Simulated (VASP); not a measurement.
**BN: relaxation of cell and atoms with PBE**

BN:

```xyz
4
Lattice="2.5305 0.0000 0.0000 -1.2653 2.1915 0.0000 0.0000 0.0000 4.1857" Properties=species:S:1:pos:R:3 pbc="T T T"
B     1.2653    0.7305    4.1844
B     0.0000    1.4610    2.0916
N     1.2653    0.7305    2.6173
N     0.0000    1.4610    0.5245
```

* Program: VASP 6.6.1
* Task: relaxation of cell and atoms
* Functional: PBE
* Potentials or basis: VASP PAW PBE potentials, release 64 (B, N)
* Cutoff: 600 eV
* k mesh: 12 × 12 × 6
* Occupations: gaussian, width 0.01 eV
* Spin: no spin polarisation
* Target pressure: 22 GPa
* Dipole correction: no
* Further INCAR settings: ALGO = Normal; EDIFF = 1e-07; IBRION = 2; EDIFFG = -0.001; NSW = 80; ISIF = 3

```yaml
Relaxed_volume: 5.66 Å³/atom
Relaxed_cell: a = 2.509 Å, b = 2.509 Å, c = 4.151 Å, α = 90.00°, β = 90.00°, γ = 120.00°
Space_group_after_relaxing_to_0.1_Å: P6_3mc (No. 186)
Energy_change_on_relaxing_the_run_minimises_the_enthalpy: +14.9 meV/atom
Ionic_steps: 8
Pressure_after_relaxing: 22.0 GPa
Band_gap_on_the_k_mesh: 5.09 eV (least direct gap 8.48 eV)
```

Step by step:
```tsv
step	energy change (eV)	largest force (eV/Å)	pressure (GPa)	volume (Å³)
1	0.0000	0.0017	11.03	23.21
2	0.1942	0.0432	37.69	21.90
3	0.0590	0.0193	21.92	22.64
4	0.0605	0.0197	22.15	22.62
5	0.0607	0.0241	22.16	22.62
6	0.0606	0.0003	22.15	22.62
7	0.0586	0.0002	21.87	22.64
8	0.0595	0.0003	22.00	22.63
```

Final structure:
```
CELL_PARAMETERS angstrom
2.50911 0.00000 0.00000
-1.25455 2.17295 0.00000
0.00000 0.00000 4.15086
ATOMIC_POSITIONS crystal
B 0.66667 0.33333 0.99960
B 0.33333 0.66667 0.49960
N 0.66667 0.33333 0.62540
N 0.33333 0.66667 0.12540
```

Levels at points of the mesh, in eV from the valence-band top:
```csv
k point,band 4,band 5,band 6,band 7,band 8,band 9,band 10,band 11,band 12
"(0.00, 0.00, 0.00)",-2.22,-2.22,-0.31,0.00,0.00,8.54,8.54,8.85,10.07
"(0.50, 0.00, 0.00)",-8.06,-7.18,-5.21,-4.65,-2.20,6.87,8.09,10.81,11.89
"(0.00, 0.00, 0.50)",-5.92,-1.23,-1.23,-1.23,-1.23,9.90,9.90,10.16,10.16
"(0.50, 0.00, 0.50)",-10.39,-3.94,-3.94,-3.73,-3.73,6.75,6.75,10.34,10.34
```

It took 41 s on 1 thread of AMD EPYC 9R45 96-Core Processor (Zen 5) (shared host), peak memory 0.12 GiB.

Caveat: the cell is relaxed towards a set pressure, so the run minimises the enthalpy, not the energy. A k mesh can miss the band edges.
